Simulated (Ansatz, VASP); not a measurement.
**NaH in VASP and in Ansatz**

```
Na H
1.0
     0.00000    2.62289    2.55424
     2.62289    0.00000    2.55424
     2.62289    2.62289    0.00000
Na H
1 1
Direct
  0.00000 0.00000 0.00000
  0.25000 0.25000 0.25000
```

Change from the starting cell: epitaxial_xy strain +1.0%.

Alike in both runs: task single point; functional r2SCAN; k mesh 8 × 8 × 8; no spin polarisation.

|  | VASP | Ansatz |
| --- | --- | --- |
| version | VASP 6.6.1 | Ansatz 0.2.0 |
| potentials or method | VASP PAW PBE potentials, release 64 (Na_pv, H) | plane waves, PAW |
| plane-wave cutoff (eV) | 520 | 500 |
| occupations | gaussian, width 0.01 eV | fixed |
| valence electrons in the cell | 8 | 10 |

Ansatz gave:

```
gap on the k mesh at the Fermi level (eV)                     : 4.03
pressure (GPa)                                                : -0.1
traceless stress, the component that is largest in VASP (GPa) : 0.07
```

Task: Which values does VASP return?

Result: gap on the k mesh at the Fermi level (eV): 4.03; pressure (GPa): -0.2; traceless stress, the component that is largest in VASP (GPa): 0.04.

VASP's potentials were made for PBE, not for r2SCAN. VASP's potentials hold 8 valence electrons a cell and Ansatz's 10, so a difference there can come from the potentials and not from the codes.
